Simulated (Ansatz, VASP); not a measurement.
F in VASP and in Ansatz

Contents of INCAR:

```
SYSTEM = F
ALGO = Normal
EDIFF = 1E-6
ENCUT = 520
GGA = PS
ISIF = 2
ISMEAR = 0
LASPH = .True.
LCHARG = .True.
LELF = .True.
LREAL = .False.
LVHAR = .True.
LWAVE = .False.
NBANDS = 22
NELM = 60
PREC = Accurate
SIGMA = 0.05
```

Contents of KPOINTS:

```
k-points
0
Gamma
  4 4 2
  0 0 0
```

POSCAR

```
F
1.0
    3.1291544055     -1.7984322814     -0.2413473825
    3.1291544055      1.7984322814     -0.2413473825
   -2.3528850754      0.0000000000      7.2022286687
F
4
Direct
    0.0848459664      0.0848459664      0.0740235354
    0.9151540336      0.9151540336      0.9259764646
    0.5015719855      0.5015719855      0.5937195244
    0.4984280145      0.4984280145      0.4062804756
```

Input for Ansatz:

```yaml
crystal:
  lattice:
    - [3.1291544055, -1.7984322814, -0.2413473825]
    - [3.1291544055, 1.7984322814, -0.2413473825]
    - [-2.3528850754, 0.0, 7.2022286687]
  atoms:
    - { symbol: F, position: [0.0848459664, 0.0848459664, 0.0740235354] }
    - { symbol: F, position: [0.9151540336, 0.9151540336, 0.9259764646] }
    - { symbol: F, position: [0.5015719855, 0.5015719855, 0.5937195244] }
    - { symbol: F, position: [0.4984280145, 0.4984280145, 0.4062804756] }
basis:
  ecutwfc: 520.0
kpoints:
  mp_grid: { grid: [4, 4, 2] }
hamiltonian:
  xc: pbesol
scf:
  occupations: { method: gaussian, width: 0.05 }
output:
  forces: true
  stress: true
  eigenvalues: true
```

Alike in both runs: task single point; functional PBEsol; k mesh 4 × 4 × 2; occupations gaussian, width 0.05 eV; no spin polarisation.

|  | VASP | Ansatz |
| --- | --- | --- |
| version | VASP 6.6.1 | Ansatz 0.2.0 |
| potentials or method | VASP PAW PBE potentials, release 64 (F), cutoff 520 eV | scalar-relativistic, plane waves, PAW |
| valence electrons in the cell | 28 | 28 |

|  | VASP | Ansatz | Ansatz less VASP |
| --- | --- | --- | --- |
| gap on the k mesh at the Fermi level (eV) | 2.38 | 2.44 | +0.057 |
| least direct gap on the mesh (eV) | 2.44 | 2.50 | +0.056 |
| pressure (GPa) | 10.8 | 9.5 | -1.31 |
| traceless stress, the component that is largest in VASP (GPa) | 16.35 | 14.62 | -1.726 |
| rms of the force components (eV/Å) | 5.654 | 4.937 | -0.7170 |

VASP's potentials were made for PBE, not for PBEsol. Atom by atom the forces differ by 0.740 eV/Å (rms over components). The functional is the same, so the differences come from potentials, cutoffs and numerics.

The k mesh is coarse, so the values compare programs but aren't converged. Noted on VASP's run: the standard files for N, O and F lose accuracy on very short bonds.
